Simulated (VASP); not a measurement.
# As in VASP: relaxation of the atoms with PBE+D3(BJ)

Aim: the relaxation of the atoms of As with PBE+D3(BJ).

Everything below comes from runs of VASP 6.6.1. Logs are shortened: lines on timing, memory, paths and dates and some standing lists are left out, and cuts for length are marked.

## 1. The cell of the first run

The cell holds a slab with vacuum, 4 atoms: a = 3.572 Å, b = 3.572 Å, c = 20.295 Å, α = 90.00°, β = 90.00°, γ = 120.00°.

## 2. Relaxation of the atoms, PBE+D3(BJ)

INCAR

```
SYSTEM = As
ALGO = Normal
DIPOL = 0.5 0.5 0.374
EDIFF = 1E-7
EDIFFG = -0.003
ENCUT = 450
GGA = PE
GGA_COMPAT = .False.
IBRION = 2
IDIPOL = 3
ISIF = 2
ISMEAR = 0
IVDW = 12
LASPH = .True.
LCHARG = .False.
LDIPOL = .True.
LREAL = .False.
LWAVE = .False.
NELM = 120
NELMDL = -8
NELMIN = 4
NSW = 40
PREC = Accurate
SIGMA = 0.05
```

KPOINTS

```
k-points
0
Gamma
  9 9 1
  0 0 0
```

POSCAR

```
As
1.0
    3.5716243090      0.0000000000      0.0000000000
   -1.7858121545      3.0931173844      0.0000000000
    0.0000000000      0.0000000000     20.2951239540
As
4
Selective dynamics
Direct
    0.3333333333      0.6666666667      0.2217281358  F F F
    0.6666666667      0.3333333333      0.2905484692  F F T
    1.0000000000      1.0000000000      0.4565694075  F F T
    0.6666666667      1.3333333333      0.5253900154  F F T
```

Potentials or basis: VASP PAW PBE potentials, release 64 (As).

Command:

```console
> cat potpaw_PBE.64/As/POTCAR > POTCAR
> mpirun -np 1 vasp_std > vasp.out
```

OUTCAR:

```text
SYSTEM = As
   EDIFF = 1E-7
   EDIFFG = -0.003
   ENCUT = 450
   GGA = PE
   IBRION = 2
   ISIF = 2
   ISMEAR = 0
   IVDW = 12
   LASPH = .True.
   LREAL = .False.
   NELM = 120
   NELMDL = -8
   NELMIN = 4
   NSW = 40
   PREC = Accurate
 IVDW          = 12

 ion  position               nearest neighbor table
   1  0.333  0.667  0.222-   2 2.49   2 2.49   2 2.49
   2  0.667  0.333  0.291-   1 2.49   1 2.49   1 2.49
   3  0.000  0.000  0.457-   4 2.49   4 2.49   4 2.49
   4  0.667  0.333  0.525-   3 2.49   3 2.49   3 2.49

  LATTYP: Found a hexagonal cell.
 ALAT       =     3.5716243090
 C/A-ratio  =     5.6823232788

  Lattice vectors:

 A1 = (   3.5716243090,   0.0000000000,   0.0000000000)
 A2 = (  -1.7858121545,   3.0931173844,   0.0000000000)
 A3 = (   0.0000000000,   0.0000000000,  20.2951239540)

Analysis of symmetry for initial positions (statically):
=====================================================================
 Subroutine PRICEL returns:
 Original cell was already a primitive cell.

 Routine SETGRP: Setting up the symmetry group for a
 hexagonal supercell.

 Subroutine GETGRP returns: Found  6 space group operations
 (whereof  6 operations were pure point group operations)
 out of a pool of 24 trial point group operations.

The static configuration has the point symmetry C_3v.

Analysis of symmetry for dynamics (positions and initial velocities):
=====================================================================
 Subroutine PRICEL returns:
 Original cell was already a primitive cell.

 Routine SETGRP: Setting up the symmetry group for a
 hexagonal supercell.

 Subroutine GETGRP returns: Found  6 space group operations
 (whereof  6 operations were pure point group operations)
 out of a pool of 24 trial point group operations.

The dynamic configuration has the point symmetry C_3v.

Analysis of constrained symmetry for selective dynamics:
=====================================================================
 Subroutine PRICEL returns:
 Original cell was already a primitive cell.

 Routine SETGRP: Setting up the symmetry group for a
 hexagonal supercell.

 Subroutine GETGRP returns: Found  6 space group operations
 (whereof  6 operations were pure point group operations)
 out of a pool of 24 trial point group operations.

The constrained configuration has the point symmetry C_3v.

 Subroutine INISYM returns: Found  6 space group operations
 (whereof  6 operations are pure point group operations),
 and found     1 'primitive' translations

----------------------------------------------------------------------------------------

                                     Primitive cell

  volume of cell :     224.2094

  direct lattice vectors                    reciprocal lattice vectors
     3.571624309  0.000000000  0.000000000     0.279984655  0.161649216  0.000000000
    -1.785812155  3.093117384  0.000000000     0.000000000  0.323298432  0.000000000
     0.000000000  0.000000000 20.295123954     0.000000000  0.000000000  0.049272919

  length of vectors
     3.571624309  3.571624309 20.295123954     0.323298432  0.323298432  0.049272919

  position of ions in fractional coordinates (direct lattice)
     0.333333333  0.666666667  0.221728136
     0.666666667  0.333333333  0.290548469
     0.000000000  0.000000000  0.456569407
     0.666666667  0.333333333  0.525390015

  ion indices of the primitive-cell ions
   primitive index   ion index
                 1           1
                 2           2
                 3           3
                 4           4

----------------------------------------------------------------------------------------

 KPOINTS: k-points

Automatic generation of k-mesh.
 Grid dimensions read from file:
 generate k-points for:    9    9    1

 Generating k-lattice:

  Cartesian coordinates                     Fractional coordinates (reciprocal lattice)
     0.031109406  0.017961024  0.000000000     0.111111111  0.000000000  0.000000000
     0.000000000  0.035922048  0.000000000     0.000000000  0.111111111  0.000000000
     0.000000000  0.000000000  0.049272919     0.000000000  0.000000000  1.000000000

  Length of vectors
     0.035922048  0.035922048  0.049272919

  Shift w.r.t. Gamma in fractional coordinates (k-lattice)
     0.000000000  0.000000000  0.000000000

 Subroutine IBZKPT returns following result:
 ===========================================

 Found     12 irreducible k-points:

 Following reciprocal coordinates:
            Coordinates               Weight
  0.000000  0.000000  0.000000      1.000000
  0.111111 -0.000000  0.000000      6.000000
  0.222222 -0.000000  0.000000      6.000000
  0.333333 -0.000000  0.000000      6.000000
  0.444444 -0.000000  0.000000      6.000000
  0.111111  0.111111  0.000000      6.000000
  0.222222  0.111111  0.000000     12.000000
  0.333333  0.111111  0.000000     12.000000
  0.444444  0.111111  0.000000      6.000000
  0.222222  0.222222  0.000000      6.000000
  0.333333  0.222222  0.000000     12.000000
  0.333333  0.333333  0.000000      2.000000
   k-points           NKPTS =     12   k-points in BZ     NKDIM =     12   number of bands    NBANDS=     14
   number of dos      NEDOS =    301   number of ions     NIONS =      4
   total plane-waves  NPLWV = 109760
   dimension x,y,z NGX =    28 NGY =   28 NGZ =  140
   dimension x,y,z NGXF=    56 NGYF=   56 NGZF=  280
   ions per type =               4
   NGX,Y,Z   is equivalent  to a cutoff of  13.03, 13.03, 11.47 a.u.
   NGXF,Y,Z  is equivalent  to a cutoff of  26.07, 26.07, 22.94 a.u.
 SYSTEM =  As
   PREC   = accura    normal or accurate (medium, high low for compatibility)
   ISTART =      0    job   : 0-new  1-cont  2-samecut
   ICHARG =      2    charge: 1-file 2-atom 10-const
   ISPIN  =      1    spin polarized calculation?
   LNONCOLLINEAR =      F non collinear calculations
   LSORBIT =      F    spin-orbit coupling
   LASPH  =      T    aspherical Exc in radial PAW
   ENCUT  =  450.0 eV  33.07 Ry    5.75 a.u.   6.18  6.18 35.10*2*pi/ulx,y,z
   NELM   =    120;   NELMIN=  4; NELMDL= -8     # of ELM steps
   EDIFF  = 0.1E-06   stopping-criterion for ELM
   LREAL  =      F    real-space projection
   EDIFFG = -.3E-02   stopping-criterion for IOM
   NSW    =     40    number of steps for IOM
   IBRION =      2    ionic relax: 0-MD 1-quasi-New 2-CG
   NFREE  =      1    steps in history (QN), initial steepest desc. (CG)
   ISIF   =      2    stress and relaxation
   ISYM   =      2    0-nonsym 1-usesym 2-fastsym
   POTIM  = 0.5000    time-step for ionic-motion
   TEBEG  =    0.0;   TEEND  =   0.0 temperature during run
   PSTRESS=    0.0 pullay stress
   NELECT =      20.0000    total number of electrons
   NUPDOWN=      -1.0000    fix difference up-down
   EMIN   =  10.00;   EMAX   =-10.00  energy-range for DOS
   EFERMI =   0.00;   METHOD = LEGACY
   ISMEAR =     0;   SIGMA  =   0.05  broadening in eV -4-tet -1-fermi 0-gaus
   EFERMI_NEDOS =   21; number of points for ismear=-14 and -15
   IALGO  =     38    algorithm
   IMIX   =      4    mixing-type and parameters
     AMIX     =   0.40;   BMIX     =  1.00
     AMIX_MAG =   1.60;   BMIX_MAG =  1.00
  volume/ion in A,a.u.               =      56.05       378.26
  Fermi-wavevector in a.u.,A,eV,Ry     =   0.731476  1.382290  7.279898  0.535057
  Thomas-Fermi vector in A             =   1.823703
   LORBIT       =      0    0 simple, 1 ext, 2 COOP (PROOUT), +10 PAW based schemes
   GGA     = PE    functional components
   LHFCALC =     F    Hartree Fock is set to
   AEXX    =    0.0000 exact exchange contribution
   IVDW    =    12    specifies the selected vdW correction
   LEPSILON=     F    determine dielectric tensor
   LRPA    =     F    only Hartree local field effects (RPA)
 conjugate gradient relaxation of ions
 non-spin polarized calculation
 Gauss-broadening in eV      SIGMA  =   0.05
  energy-cutoff  :      450.00
  volume of cell :      224.21
 maximum number of plane-waves:      4895
 NGX is ok and might be reduce to    28
   NGX = 13   NGY = 13   NGZ = 71

--------------------------------------- Ionic step        1  -------------------------------------------

 number of electron      20.0000002 magnetization

 Free energy of the ion-electron system (eV)
  ---------------------------------------------------
  ext. energy  EPLUGINS =         0.00000000
  ---------------------------------------------------
  free energy    TOTEN  =       -18.64581907 eV

  energy without entropy =      -18.64581907  energy(sigma->0) =      -18.64581907

------------------------ aborting loop because EDIFF is reached ----------------------------------------

 Edisp (eV)   -1.07816

 E8    (eV) :    -0.4708
[... 111 lines left out ...]
  FREE ENERGIE OF THE ION-ELECTRON SYSTEM (eV)
  ---------------------------------------------------
  free  energy   TOTEN  =       -19.7256320217 eV

  energy  without entropy=      -19.7256320217  energy(sigma->0) =      -19.72563202

 vacuum level on the upper side and lower side of the slab       (xc-potential included)        -0.236        -0.088

[... ionic steps 4 to 36 ...]

--------------------------------------- Ionic step       37  -------------------------------------------

 number of electron      20.0000001 magnetization

------------------------ aborting loop because EDIFF is reached ----------------------------------------
[... 79 lines left out ...]
--------------------------------------- Ionic step       39  -------------------------------------------

 number of electron      20.0000001 magnetization

 dipolmoment           0.000000      0.000000     -0.008334 electrons x Angstroem

 Free energy of the ion-electron system (eV)
  ---------------------------------------------------
  ext. energy  EPLUGINS =         0.00000000
  ---------------------------------------------------
  free energy    TOTEN  =       -18.59428284 eV

  energy without entropy =      -18.59428284  energy(sigma->0) =      -18.59428284

 E-fermi :  -0.6389     XC(G=0):  -4.5671

 val. band max:       -0.8921034614   @ k =   0.1111  -0.0000   0.0000
 cond. band min:      -0.3502405412   @ k =   0.3333  -0.0000   0.0000
 fundamental gap:      0.5418629203
 Fermi energy:        -0.6389263017

 k-point     1 :       0.0000    0.0000    0.0000
  band No.  band energies     occupation
      1     -15.3585      2.00000
      2     -15.0844      2.00000
      3      -9.5210      2.00000
      4      -8.2861      2.00000
      5      -3.0375      2.00000
      6      -1.6203      2.00000
      7      -1.6203      2.00000
      8      -1.4510      2.00000
      9      -1.4510      2.00000
     10      -1.1058      2.00000
     11       0.4065      0.00000
     12       1.3526      0.00000
     13       1.8136      0.00000
     14       1.8136      0.00000
[... 175 lines left out ...]
      3     -11.4921      2.00000
      4     -11.4888      2.00000
      5      -6.1254      2.00000
      6      -6.0770      2.00000
      7      -4.3120      2.00000
      8      -3.8322      2.00000
      9      -3.6276      2.00000
     10      -3.1212      2.00000
     11       0.0897      0.00000
     12       0.4065      0.00000
     13       2.2982      0.00000
     14       3.1902      0.00000

------------------------ aborting loop because EDIFF is reached ----------------------------------------

 vacuum level on the upper side and lower side of the slab       (xc-potential included)        -0.106         0.017

 Edisp (eV)   -1.16974

 E8    (eV) :    -0.5130

  FORCE on cell =-STRESS in cart. coord.  units (eV):
  Direction    XX          YY          ZZ          XY          YZ          ZX
  --------------------------------------------------------------------------------------
  -------------------------------------------------------------------------------------
  Total       0.68423     0.68423    -0.01971     0.00000     0.00000     0.00000
  in kB       4.88945     4.88945    -0.14083     0.00000     0.00000     0.00000
  external pressure =        3.21 kB  Pullay stress =        0.00 kB
[... 19 lines left out ...]
  FREE ENERGIE OF THE ION-ELECTRON SYSTEM (eV)
  ---------------------------------------------------
  free  energy   TOTEN  =       -19.7640223556 eV

  energy  without entropy=      -19.7640223556  energy(sigma->0) =      -19.76402236

 reached required accuracy - stopping structural energy minimisation

 vacuum level on the upper side and lower side of the slab         3.652         3.775
```

Run time: 9.3 min. Hardware: 1 thread of AMD EPYC 9R45 (Zen 5), shared host; peak memory 0.3 GiB.

Results:

| Item | Value |
| --- | --- |
| Free energy | -19.7640 eV |
| Energy gained by relaxing | 10.0 meV/atom |
| Ionic steps | 39 |
| Dispersion energy per atom | -0.292 eV |

Step by step:
```csv
step,energy change (eV),largest force on free atoms (eV/Å),pressure (GPa)
1,0.0000,0.1750,0.07
2,-0.0016,0.0838,-0.07
3,-0.0017,0.1046,-0.09
4,-0.0021,0.0705,-0.10
5,-0.0023,0.0802,-0.11
6,-0.0027,0.0848,-0.11
7,-0.0038,0.0986,-0.11
8,-0.0060,0.1263,-0.11
9,-0.0101,0.1821,-0.12
10,-0.0168,0.2957,-0.12
11,-0.0230,0.5337,-0.09
12,-0.0235,0.5271,-0.08
13,-0.0250,0.5076,-0.07
14,-0.0278,0.4687,-0.04
15,-0.0325,0.3912,0.03
16,-0.0376,0.2396,0.17
17,-0.0380,0.1849,0.22
18,-0.0389,0.1411,0.27
19,-0.0396,0.0776,0.34
20,-0.0396,0.0636,0.36
21,-0.0398,0.0364,0.36
22,-0.0399,0.0091,0.36
23,-0.0399,0.0053,0.35
24,-0.0399,0.0114,0.35
25,-0.0399,0.0095,0.35
26,-0.0399,0.0090,0.35
27,-0.0399,0.0228,0.34
28,-0.0399,0.0126,0.35
29,-0.0399,0.0122,0.35
30,-0.0399,0.0112,0.35
31,-0.0400,0.0101,0.34
32,-0.0400,0.0115,0.34
33,-0.0400,0.0142,0.34
34,-0.0400,0.0224,0.34
35,-0.0400,0.0163,0.34
36,-0.0400,0.0083,0.33
37,-0.0400,0.0067,0.32
38,-0.0400,0.0037,0.32
39,-0.0400,0.0013,0.32
```

Final structure:
```
As
1.0
     3.57162    0.00000    0.00000
    -1.78581    3.09312    0.00000
     0.00000    0.00000   20.29512
As
4
Direct
  0.33333 0.66667 0.22173
  0.66667 0.33333 0.29069
  0.00000 0.00000 0.42806
  0.66667 0.33333 0.49725
```
